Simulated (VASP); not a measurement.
Here is a VASP 6.6.1 calculation.

File INCAR:

```
ALGO = Normal ; EDIFF = 1E-6
EDIFFG = -0.04 ; ENCUT = 600
GGA = PE ; IBRION = 2
ISIF = 3 ; ISMEAR = 0
LASPH = T ; LCHARG = F
LREAL = F ; LWAVE = F
NELM = 60 ; NSW = 90
PREC = Accurate ; SIGMA = 0.1
```

The input KPOINTS:

```
k-points
0
Gamma
  4 4 4
```

File POSCAR:

```
SnO3
1.0
    3.9842607700      0.0000000000      0.0000000000
    0.0000000000      3.9842607700      0.0000000000
    0.0000000000      0.0000000000      3.9842607700
Sn O
1 3
Direct
    0.0000000000      0.0000000000      0.0000000000
    0.0000000000      0.5000000000      0.5000000000
    0.5000000000      0.0000000000      0.5000000000
    0.5000000000      0.5000000000      0.0000000000
```

Potentials or basis: VASP PAW PBE potentials, release 64 (Sn_d, O).

Command:

```console
$ cat potpaw_PBE.64/Sn_d/POTCAR potpaw_PBE.64/O/POTCAR > POTCAR
$ mpirun -np 1 vasp_std > vasp.out
```

Estimate the space group after relaxing (to 0.05 Å).

Pm-3m (No. 221).

Estimate the relaxed cell.

a = 3.433 Å, b = 3.433 Å, c = 3.433 Å, α = 90.00°, β = 90.00°, γ = 90.00°.

Final structure:
```xyz
4
Lattice="3.4330 0.0000 0.0000 0.0000 3.4330 0.0000 0.0000 0.0000 3.4330" Properties=species:S:1:pos:R:3 pbc="T T T"
Sn    0.0000    0.0000    0.0000
O     0.0000    1.7165    1.7165
O     1.7165    0.0000    1.7165
O     1.7165    1.7165    0.0000
```

Caveat: the k points lie up to 0.46 Å⁻¹ apart in the final cell.
